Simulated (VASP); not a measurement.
**PPt: single point with PBEsol**

Crystal: PPt.

```
Pt P
1.0
     0.00000    2.44782    2.44782
     2.44782    0.00000    2.44782
     2.44782    2.44782    0.00000
Pt P
1 1
Direct
  0.50000 0.50000 0.50000
  0.00000 0.00000 0.00000
```

This cell differs from its parent crystal: volume scaled by 0.960.

```json
{
  "Program": "VASP 6.6.1",
  "Task": "single point",
  "Functional": "PBEsol",
  "Potentials or basis": "VASP PAW PBE potentials, release 64 (Pt, P)",
  "Cutoff": "520 eV",
  "k mesh": "12 × 12 × 12",
  "Occupations": "gaussian, width 0.05 eV",
  "Spin": "no spin polarisation",
  "Dipole correction": "no",
  "Further INCAR settings": "ALGO = Normal; EDIFF = 1e-07; NBANDS = 14"
}
```

```yaml
Pressure: 8.7 GPa
```

Levels at points of the mesh, in eV from the Fermi level:
| k point | band 4 | band 5 | band 6 | band 7 | band 8 | band 9 | band 10 | band 11 |
| --- | --- | --- | --- | --- | --- | --- | --- | --- |
| (0.00, 0.00, 0.00) | -4.44 | -4.40 | -4.40 | 0.00 | 0.00 | 0.00 | 5.73 | 9.71 |
| (0.50, 0.00, 0.00) | -6.37 | -2.84 | -2.84 | -1.92 | 3.68 | 5.15 | 5.15 | 5.95 |
| (0.50, 0.50, 0.00) | -3.67 | -2.47 | -2.47 | -2.37 | -2.37 | -1.40 | 2.01 | 9.16 |

Run time: 14 s on 1 thread of Intel(R) Xeon(R) 6975P-C (Granite Rapids), with other jobs on the host, peak memory 0.17 GiB.

Caveat: the PAW data sets were made with another functional, which shifts forces and pressure a little; spin-orbit coupling is left out, which moves the levels of the heavy elements.
